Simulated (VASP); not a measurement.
Set up this calculation in VASP 6.6.1, as the native input.

```
Task                   : single point
Functional             : PBE
Potentials or basis    : VASP PAW PBE potentials, release 64 (Ti_sv, Si)
Cutoff                 : 520 eV
k mesh                 : 7 × 7 × 7
Occupations            : gaussian, width 0.015 eV
Spin                   : no spin polarisation
Dipole correction      : no
Further INCAR settings : ALGO = Normal; EDIFF = 1e-07; NBANDS = 29
```

The structure of TiSi2 lies in POSCAR:

```
TiSi2
1.0
    0.0000000000      4.1175163063      4.2628978354
    2.3895119538      0.0000000000      4.2628978354
    2.3895119538      4.1175163063      0.0000000000
Ti Si
2 4
Direct
    0.7500000000      0.7500000000      0.7500000000
    0.5000000000      0.5000000000      0.5000000000
    0.4125656100      0.0874343900      0.4125656100
    0.0874343900      0.4125656100      0.0874343900
    0.1625656100      0.8374343900      0.1625656100
    0.8374343900      0.1625656100      0.8374343900
```

The input as run:

INCAR

```
PREC = Accurate
ENCUT = 520
EDIFF = 1E-7
ISMEAR = 0
SIGMA = 0.015
LREAL = F
LASPH = T
NELM = 60
ALGO = Normal
ISIF = 2
LWAVE = F
LCHARG = F
GGA = PE
NBANDS = 29
```

KPOINTS

```
regular mesh
0
Gamma
  7 7 7
```

Potentials or basis: VASP PAW PBE potentials, release 64 (Ti_sv, Si).

The run is started by

```sh
$ cat potpaw_PBE.64/Ti_sv/POTCAR potpaw_PBE.64/Si/POTCAR > POTCAR
$ mpirun -np 1 vasp_std > vasp.out
```

It gave:

```yaml
Pressure: 2.0 GPa
Largest_force: 0.013 eV/Å
Band_gap_on_the_k_mesh: zero (band 20 reaches 10.89 eV, above the bottom of band 21 at 9.07 eV)
```

Wall time 110 s on 1 thread of Intel(R) Xeon(R) 6975P-C (Granite Rapids), with other jobs on the host, peak memory 0.31 GiB.
